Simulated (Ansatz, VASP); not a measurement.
One calculation of TiB2, two programs

File POSCAR:

```
TiB2
1.0
    3.0247053757      0.0000000000      0.0000000000
   -1.5123526878      2.6194716943      0.0000000000
    0.0000000000      0.0000000000      3.2229611804
Ti B
1 2
Direct
    0.0000000000      0.0000000000      0.0000000000
    0.3333333333      0.6666666667      0.5000000000
    0.6666666667      0.3333333333      0.5000000000
```

INCAR.step1

```
SYSTEM = TiB2
  ALGO = Normal
  EDIFF = 1E-4
  ENCUT = 520
  GGA = PE
  ISMEAR = -1
  LASPH = .TRUE.
  LCHARG = .FALSE.
  LREAL = .FALSE.
  LWAVE = .TRUE.
  NBANDS = 16
  NELM = 100
  PREC = Accurate
  SIGMA = 0.08
```

The input INCAR.step2:

```
SYSTEM = TiB2
  ALGO = Normal
  EDIFF = 1E-6
  ENCUT = 520
  ISIF = 2
  ISMEAR = -1
  ISTART = 1
  LASPH = .TRUE.
  LCHARG = .FALSE.
  LMIXTAU = .TRUE.
  LREAL = .FALSE.
  LWAVE = .FALSE.
  METAGGA = R2SCAN
  NBANDS = 16
  NELM = 100
  PREC = Accurate
  SIGMA = 0.08
```

The input KPOINTS:

```
k-points
0
G
  12 12 10
  0 0 0
```

Input for Ansatz:

```yaml
crystal:
  lattice:
    - [3.0247053757, 0.0, 0.0]
    - [-1.5123526878, 2.6194716943, 0.0]
    - [0.0, 0.0, 3.2229611804]
  atoms:
    - { symbol: Ti, position: [0.0, 0.0, 0.0] }
    - { symbol: B, position: [0.3333333333, 0.6666666667, 0.5] }
    - { symbol: B, position: [0.6666666667, 0.3333333333, 0.5] }
kpoints:
  mp_grid: { grid: [12, 12, 10] }
  band_path:
    path:
      - [0.0, 0.0, 0.0]
      - [0.5, 0.0, 0.0]
      - [0.3333333333, 0.3333333333, 0.0]
      - [0.0, 0.0, 0.0]
      - [0.0, 0.0, 0.5]
      - [0.5, 0.0, 0.5]
      - [0.3333333333, 0.3333333333, 0.5]
      - [0.0, 0.0, 0.5]
      - [0.5, 0.0, 0.5]
    npoints: 8
scf:
  occupations: { method: fermi_dirac, width: 0.08 }
hamiltonian:
  xc: r2scan
  pseudopotentials: { kind: paw }
output:
  forces: true
  stress: true
  eigenvalues: true
  populations: true
  dos: { projected: true, de: 0.2, e_range: [-14, 8] }
```

Change from the starting cell: volume scaled by 1, PAW files.

Alike in both runs: task single point; functional r2SCAN; k mesh 12 × 12 × 10; occupations fermi-dirac, width 0.08 eV; no spin polarisation.

|  | VASP | Ansatz |
| --- | --- | --- |
| version | VASP 6.6.1 | Ansatz 0.2.0 |
| potentials or method | VASP PAW PBE potentials, release 64 (Ti_sv, B) | PAW with Ansatz's default frozen-core files, scalar-relativistic |
| plane-wave cutoff (eV) | 520 | 500 |
| valence electrons in the cell | 18 | 18 |

Ansatz gave:

```
pressure (GPa)                                                : 0.0
traceless stress, the component that is largest in VASP (GPa) : 0.00
```

Q: Estimate VASP's values.

A: Pressure (GPa): 0.8; traceless stress, the component that is largest in VASP (GPa): 0.11.

VASP's potentials were made for PBE, not for r2SCAN.
